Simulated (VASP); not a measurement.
# Pt (Im-3m) in VASP: further runs

Runs on Pt. Level: r2SCAN. Tasks: relaxation of cell and atoms.

All numbers are computed with VASP 6.6.1; they aren't measurements. Logs are shortened: lines on timing, memory, paths and dates and some standing lists are left out, and cuts for length are marked.

### Step 1. The cell of the first run

Symmetry: Im-3m, No. 229, cubic system. Conventional cell: a = 3.168 Å, b = 3.168 Å, c = 3.168 Å, α = 90.00°, β = 90.00°, γ = 90.00°. Pt (site symmetry m-3m) has 14 Pt at 2.74 to 3.17 Å within 3.6 Å.

### Step 2. Relaxation of cell and atoms, r2SCAN, target pressure 6 GPa, at which the enthalpy is minimised

The input, POSCAR:

```
Pt
1.0
   -1.5842200000      1.5842200000      1.5842200000
    1.5842200000     -1.5842200000      1.5842200000
    1.5842200000      1.5842200000     -1.5842200000
Pt
1
Direct
    0.0000000000      0.0000000000      0.0000000000
```

The input, INCAR.step1:

```
SYSTEM = Pt
PREC     = Accurate       ! precision mode
ENCUT    = 600            ! plane-wave cutoff, eV
ISMEAR   = -1             ! smearing method
SIGMA    = 0.1            ! smearing width, eV
LREAL    = .False.        ! projectors in reciprocal space
LASPH    = .True.         ! aspherical terms in the spheres
NELM     = 100            ! most SCF steps
GGA      = PE             ! functional
ALGO     = Normal         ! electronic algorithm
EDIFF    = 1E-4           ! SCF threshold, eV
LWAVE    = .True.         ! write WAVECAR
LCHARG   = .False.        ! write CHGCAR
```

The input, INCAR.step2:

```
SYSTEM = Pt
PREC     = Accurate       ! precision mode
ENCUT    = 600            ! plane-wave cutoff, eV
EDIFF    = 1E-6           ! SCF threshold, eV
ISMEAR   = -1             ! smearing method
SIGMA    = 0.1            ! smearing width, eV
LREAL    = .False.        ! projectors in reciprocal space
LASPH    = .True.         ! aspherical terms in the spheres
NELM     = 100            ! most SCF steps
ALGO     = Normal         ! electronic algorithm
ISIF     = 3              ! what is computed and relaxed
LWAVE    = .False.        ! write WAVECAR
LCHARG   = .False.        ! write CHGCAR
METAGGA  = R2SCAN         ! meta-GGA
LMIXTAU  = .True.       
IBRION   = 2              ! ionic algorithm
NSW      = 80             ! ionic steps
EDIFFG   = -0.005         ! ionic threshold
PSTRESS  = 60.0         
ISTART   = 1
```

The input, KPOINTS:

```
regular mesh
0
Gamma
  15 15 15
  0 0 0
```

Potentials or basis: VASP PAW PBE potentials, release 64 (Pt).

Started as:

```bash
> cat potpaw_PBE.64/Pt/POTCAR > POTCAR
> cp INCAR.step1 INCAR
> mpirun -np 1 vasp_std > vasp.out
> cp INCAR.step2 INCAR
> mpirun -np 1 vasp_std > vasp.out
```

OUTCAR:

```text
SYSTEM = Pt
   PREC = Accurate
   ENCUT = 600
   EDIFF = 1E-6
   ISMEAR = -1
   LREAL = .False.
   LASPH = .True.
   NELM = 100
   ISIF = 3
   METAGGA = R2SCAN
   IBRION = 2
   NSW = 80
   EDIFFG = -0.005
   PSTRESS = 60.0
   ISTART = 1

 ion  position               nearest neighbor table
   1  0.000  0.000  0.000-

  LATTYP: Found a body centered cubic cell.
 ALAT       =     3.1684400000

  Lattice vectors:

 A1 = (  -1.5842200000,   1.5842200000,   1.5842200000)
 A2 = (   1.5842200000,  -1.5842200000,   1.5842200000)
 A3 = (   1.5842200000,   1.5842200000,  -1.5842200000)

Analysis of symmetry for initial positions (statically):
=====================================================================
 Subroutine PRICEL returns:
 Original cell was already a primitive cell.

 Routine SETGRP: Setting up the symmetry group for a
 body centered cubic supercell.

 Subroutine GETGRP returns: Found 48 space group operations
 (whereof 48 operations were pure point group operations)
 out of a pool of 48 trial point group operations.

The static configuration has the point symmetry O_h .

Analysis of symmetry for dynamics (positions and initial velocities):
=====================================================================
 Subroutine PRICEL returns:
 Original cell was already a primitive cell.

 Routine SETGRP: Setting up the symmetry group for a
 body centered cubic supercell.

 Subroutine GETGRP returns: Found 48 space group operations
 (whereof 48 operations were pure point group operations)
 out of a pool of 48 trial point group operations.

The dynamic configuration has the point symmetry O_h .

 Subroutine INISYM returns: Found 48 space group operations
 (whereof 48 operations are pure point group operations),
 and found     1 'primitive' translations

----------------------------------------------------------------------------------------

                                     Primitive cell

  volume of cell :      15.9040

  direct lattice vectors                    reciprocal lattice vectors
    -1.584220000  1.584220000  1.584220000     0.000000000  0.315612731  0.315612731
     1.584220000 -1.584220000  1.584220000     0.315612731  0.000000000  0.315612731
     1.584220000  1.584220000 -1.584220000     0.315612731  0.315612731  0.000000000

  length of vectors
     2.743949530  2.743949530  2.743949530     0.446343804  0.446343804  0.446343804

  position of ions in fractional coordinates (direct lattice)
     0.000000000  0.000000000  0.000000000

  ion indices of the primitive-cell ions
   primitive index   ion index
                 1           1

----------------------------------------------------------------------------------------

 KPOINTS: regular mesh

Automatic generation of k-mesh.
 Grid dimensions read from file:
 generate k-points for:   15   15   15

 Generating k-lattice:

  Cartesian coordinates                     Fractional coordinates (reciprocal lattice)
     0.000000000  0.021040849  0.021040849     0.066666667  0.000000000  0.000000000
     0.021040849  0.000000000  0.021040849     0.000000000  0.066666667  0.000000000
     0.021040849  0.021040849  0.000000000     0.000000000  0.000000000  0.066666667

  Length of vectors
     0.029756254  0.029756254  0.029756254

  Shift w.r.t. Gamma in fractional coordinates (k-lattice)
     0.000000000  0.000000000  0.000000000

 Subroutine IBZKPT returns following result:
 ===========================================

 Found    120 irreducible k-points:

 Following reciprocal coordinates:
            Coordinates               Weight
  0.000000  0.000000  0.000000      1.000000
  0.066667  0.000000  0.000000     12.000000
  0.133333  0.000000  0.000000     12.000000
  0.200000  0.000000  0.000000     12.000000
  0.266667  0.000000  0.000000     12.000000
  0.333333  0.000000  0.000000     12.000000
[... 16 lines left out ...]
  0.333333  0.200000  0.000000     48.000000
  0.400000  0.200000  0.000000     24.000000
 [... further k-points ...]
   k-points           NKPTS =    120   k-points in BZ     NKDIM =    120   number of bands    NBANDS=      9
   number of dos      NEDOS =    301   number of ions     NIONS =      1
   total plane-waves  NPLWV =  13824
   dimension x,y,z NGX =    24 NGY =   24 NGZ =   24
   dimension x,y,z NGXF=    48 NGYF=   48 NGZF=   48
   ions per type =               1
   NGX,Y,Z   is equivalent  to a cutoff of  14.54, 14.54, 14.54 a.u.
   NGXF,Y,Z  is equivalent  to a cutoff of  29.08, 29.08, 29.08 a.u.
 SYSTEM =  Pt
   PREC   = accura    normal or accurate (medium, high low for compatibility)
   ISTART =      1    job   : 0-new  1-cont  2-samecut
   ICHARG =      0    charge: 1-file 2-atom 10-const
   ISPIN  =      1    spin polarized calculation?
   LNONCOLLINEAR =      F non collinear calculations
   LSORBIT =      F    spin-orbit coupling
   LASPH  =      T    aspherical Exc in radial PAW
   ENCUT  =  600.0 eV  44.10 Ry    6.64 a.u.   5.48  5.48  5.48*2*pi/ulx,y,z
   NELM   =    100;   NELMIN=  2; NELMDL=  0     # of ELM steps
   EDIFF  = 0.1E-05   stopping-criterion for ELM
   LREAL  =      F    real-space projection
   EDIFFG = -.5E-02   stopping-criterion for IOM
   NSW    =     80    number of steps for IOM
   IBRION =      2    ionic relax: 0-MD 1-quasi-New 2-CG
   NFREE  =      1    steps in history (QN), initial steepest desc. (CG)
   ISIF   =      3    stress and relaxation
   ISYM   =      2    0-nonsym 1-usesym 2-fastsym
   POTIM  = 0.5000    time-step for ionic-motion
   TEBEG  =    0.0;   TEEND  =   0.0 temperature during run
   PSTRESS=   60.0 pullay stress
   NELECT =      10.0000    total number of electrons
   NUPDOWN=      -1.0000    fix difference up-down
   EMIN   =  10.00;   EMAX   =-10.00  energy-range for DOS
   EFERMI =   0.00;   METHOD = LEGACY
   ISMEAR =    -1;   SIGMA  =   0.10  broadening in eV -4-tet -1-fermi 0-gaus
   EFERMI_NEDOS =   21; number of points for ismear=-14 and -15
   IALGO  =     38    algorithm
   IMIX   =      4    mixing-type and parameters
     AMIX     =   0.40;   BMIX     =  1.00
     AMIX_MAG =   1.60;   BMIX_MAG =  1.00
  volume/ion in A,a.u.               =      15.90       107.33
  Fermi-wavevector in a.u.,A,eV,Ry     =   1.402510  2.650360 26.763132  1.967035
  Thomas-Fermi vector in A             =   2.525265
   LORBIT       =      0    0 simple, 1 ext, 2 COOP (PROOUT), +10 PAW based schemes
   METAGGA = R2SCAN    functional components
   LHFCALC =     F    Hartree Fock is set to
   AEXX    =    0.0000 exact exchange contribution
   IVDW    =     0    specifies the selected vdW correction
   LEPSILON=     F    determine dielectric tensor
   LRPA    =     F    only Hartree local field effects (RPA)
 conjugate gradient relaxation of ions
 non-spin polarized calculation
  energy-cutoff  :      600.00
  volume of cell :       15.90
 maximum number of plane-waves:       555
 NGX is ok and might be reduce to    24
   NGX = 11   NGY = 11   NGZ = 11

--------------------------------------- Ionic step        1  -------------------------------------------

 number of electron       9.9999999 magnetization

 Free energy of the ion-electron system (eV)
  ---------------------------------------------------
  ext. energy  EPLUGINS =         0.00000000
  ---------------------------------------------------
  free energy    TOTEN  =       -51.42143362 eV

  energy without entropy =      -51.39592623  energy(sigma->0) =      -51.40867993

 E-fermi :   9.8594     XC(G=0): -14.2272

 val. band max:        9.8414176725   @ k =  -0.4000   0.4000   0.3333
 cond. band min:       9.9022643940   @ k =   0.4667   0.0667  -0.0000
 fundamental gap:      0.0608467215
 Fermi energy:         9.8593821699

 k-point     1 :       0.0000    0.0000    0.0000
  band No.  band energies     occupation
      1       0.1795      2.00000
      2       6.2707      2.00000
      3       6.2707      2.00000
      4       6.2707      2.00000
      5       8.7457      1.99997
      6       8.7457      1.99997
      7      27.9357      0.00000
      8      27.9358      0.00000
      9      27.9358      0.00000
[... 265 lines left out ...]
 k-point    24 :       0.4000    0.2000    0.0000
  band No.  band energies     occupation
      1       4.0092      2.00000
      2       5.1467      2.00000
      3       7.0664      2.00000
      4       8.5725      1.99999
      5       9.4608      1.96354
      6      14.6704      0.00000
      7      15.9218      0.00000
      8      21.7358      0.00000
      9      26.1876      0.00000

 [... further k-points ...]
[... 5 lines left out ...]
  --------------------------------------------------------------------------------------
  -------------------------------------------------------------------------------------
  Total       -0.5897335     -0.5897335     -0.5897335     -0.0000000     -0.0000000      0.0000000
  in kB      -59.4100530    -59.4100530    -59.4100530     -0.0000000     -0.0000000      0.0000000
  external PRESSURE =    -119.4100530 kB  Pullay stress =      60.0000000 kB
[... 244 lines left out ...]
  enthalpy is  TOTEN    =       -50.8541592565 eV   P V=        0.5686027918

--------------------------------------- Ionic step        8  -------------------------------------------

 number of electron      10.0000001 magnetization

 Free energy of the ion-electron system (eV)
  ---------------------------------------------------
  ext. energy  EPLUGINS =         0.00000000
  ---------------------------------------------------
  free energy    TOTEN  =       -51.42290577 eV

  energy without entropy =      -51.39955354  energy(sigma->0) =      -51.41122966

 E-fermi :  10.6879     XC(G=0): -14.5559

 val. band max:       10.6865970706   @ k =   0.4667   0.0667  -0.0000
 cond. band min:      10.7214390709   @ k =  -0.4000   0.4000   0.0667
 fundamental gap:      0.0348420004
 Fermi energy:        10.6879035396

 k-point     1 :       0.0000    0.0000    0.0000
  band No.  band energies     occupation
      1       0.5075      2.00000
      2       6.8401      2.00000
      3       6.8401      2.00000
      4       6.8401      2.00000
      5       9.4938      1.99999
      6       9.4938      1.99999
      7      28.7517      0.00000
      8      28.7517      0.00000
      9      28.7517      0.00000
[... 265 lines left out ...]
 k-point    24 :       0.4000    0.2000    0.0000
  band No.  band energies     occupation
      1       4.4218      2.00000
      2       5.6228      2.00000
      3       7.6632      2.00000
      4       9.3128      2.00000
      5      10.2713      1.96946
      6      15.6678      0.00000
      7      17.0984      0.00000
      8      22.8937      0.00000
      9      27.3168      0.00000

 [... further k-points ...]
[... 5 lines left out ...]
  --------------------------------------------------------------------------------------
  -------------------------------------------------------------------------------------
  Total        0.5656807      0.5656807      0.5656807     -0.0000000     -0.0000000      0.0000000
  in kB       59.6764569     59.6764569     59.6764569     -0.0000000     -0.0000000      0.0000000
  external PRESSURE =      -0.3235431 kB  Pullay stress =      60.0000000 kB
[... 16 lines left out ...]
  FREE ENERGIE OF THE ION-ELECTRON SYSTEM (eV)
  ---------------------------------------------------
  free  energy   TOTEN  =       -51.4229057741 eV

  energy  without entropy=      -51.3995535360  energy(sigma->0) =      -51.41122966

  enthalpy is  TOTEN    =       -50.8541581543 eV   P V=        0.5687476198

 reached required accuracy - stopping structural energy minimisation
```

It took 2.1 min on 1 thread of Intel Xeon 6975P-C (Granite Rapids), shared host; peak memory 0.18 GiB.

Results:

* Free energy: -51.4229 eV
* Relaxed volume: 15.19 Å³/atom
* Relaxed cell: a = 2.702 Å, b = 2.702 Å, c = 2.702 Å, α = 109.47°, β = 109.47°, γ = 109.47°
* Space group after relaxing (to 0.05 Å): Im-3m (No. 229)
* Energy change on relaxing (the enthalpy is what falls): -1.5 meV/atom
* Ionic steps: 8
* Pressure after relaxing: 6.0 GPa
* Band gap on the k mesh: zero (band 5 reaches 11.75 eV, above the bottom of band 6 at 9.33 eV)

Step by step:
```csv
step,energy change (eV),largest force (eV/Å),pressure (GPa),volume (Å³)
1,0.0000,0.0000,-5.94,15.90
2,0.3383,0.0000,59.48,13.33
3,-0.0025,0.0000,5.37,15.22
4,-0.0016,0.0000,5.86,15.19
5,-0.0011,0.0000,6.11,15.18
6,-0.0018,0.0000,5.76,15.20
7,-0.0013,0.0000,6.10,15.18
8,-0.0015,0.0000,5.97,15.19
```

Final structure:
```
Pt
1.0
    -1.56005    1.56005    1.56005
     1.56005   -1.56005    1.56005
     1.56005    1.56005   -1.56005
Pt
1
Direct
  0.00000 0.00000 0.00000
```

Caveat: the cell is relaxed towards a set pressure, so the enthalpy falls and the energy may rise; the PAW data sets were made with another functional, which shifts forces and pressure a little; spin-orbit coupling is left out, which moves the levels of the heavy elements.

### Step 3. Relaxation of cell and atoms, r2SCAN, target pressure 8 GPa, at which the enthalpy is minimised

POSCAR is that of step 2.

INCAR.step1, as its differences from that of step 2:

```diff
@@ -7,3 +7,3 @@
 LASPH    = .True.         ! aspherical terms in the spheres
-NELM     = 100            ! most SCF steps
+NELM     = 60             ! most SCF steps
 GGA      = PE             ! functional
```

INCAR.step2, as its differences from that of step 2:

```diff
@@ -8,3 +8,3 @@
 LASPH    = .True.         ! aspherical terms in the spheres
-NELM     = 100            ! most SCF steps
+NELM     = 60             ! most SCF steps
 ALGO     = Normal         ! electronic algorithm
@@ -18,3 +18,3 @@
 EDIFFG   = -0.005         ! ionic threshold
-PSTRESS  = 60.0         
+PSTRESS  = 80.0         
 ISTART   = 1
```

The input, KPOINTS:

```
Automatic mesh
0
Gamma
  15 15 15
  0 0 0
```

Potentials or basis: VASP PAW PBE potentials, release 64 (Pt).

Started as:

```bash
> cat potpaw_PBE.64/Pt/POTCAR > POTCAR
> cp INCAR.step1 INCAR
> mpirun -np 1 vasp_std > vasp.out
> cp INCAR.step2 INCAR
> mpirun -np 1 vasp_std > vasp.out
```

Wall time 2.1 min (1 thread of Intel Xeon 6975P-C (Granite Rapids), shared host); peak memory 0.19 GiB.

The run converged. Its results:

```yaml
Free_energy: -51.4185 eV
Relaxed_volume: 15.08 Å³/atom
Relaxed_cell: a = 2.696 Å, b = 2.696 Å, c = 2.696 Å, α = 109.47°, β = 109.47°, γ = 109.47°
Space_group_after_relaxing_to_0.05_Å: Im-3m (No. 229)
Energy_change_on_relaxing_the_enthalpy_is_what_falls: +3.0 meV/atom
Ionic_steps: 8
Pressure_after_relaxing: 8.0 GPa
Band_gap_on_the_k_mesh: zero (band 5 reaches 11.89 eV, above the bottom of band 6 at 9.44 eV)
```

The path:
```
step  energy change (eV)  largest force (eV/Å)  pressure (GPa)  volume (Å³)
   1              0.0000                0.0000           -5.94        15.90
   2              0.5097                0.0000           77.57        12.93
   3              0.0009                0.0000            7.07        15.13
   4              0.0026                0.0000            7.79        15.09
   5              0.0034                0.0000            8.08        15.08
   6              0.0026                0.0000            7.81        15.09
   7              0.0031                0.0000            8.08        15.08
   8              0.0030                0.0000            7.97        15.08
```

Final structure:
```
Pt
1.0
    -1.55651    1.55651    1.55651
     1.55651   -1.55651    1.55651
     1.55651    1.55651   -1.55651
Pt
1
Direct
  0.00000 0.00000 0.00000
```

Levels at points of the mesh, in eV from the Fermi level:
```tsv
k point	band 1	band 2	band 3	band 4	band 5	band 6	band 7	band 8	band 9
(0.00, 0.00, 0.00)	-10.26	-3.89	-3.89	-3.89	-1.21	-1.21	18.06	18.06	18.06
```

Caveat: the cell is relaxed towards a set pressure, so the enthalpy falls and the energy may rise; the PAW data sets were made with another functional, which shifts forces and pressure a little; spin-orbit coupling is left out, which moves the levels of the heavy elements.
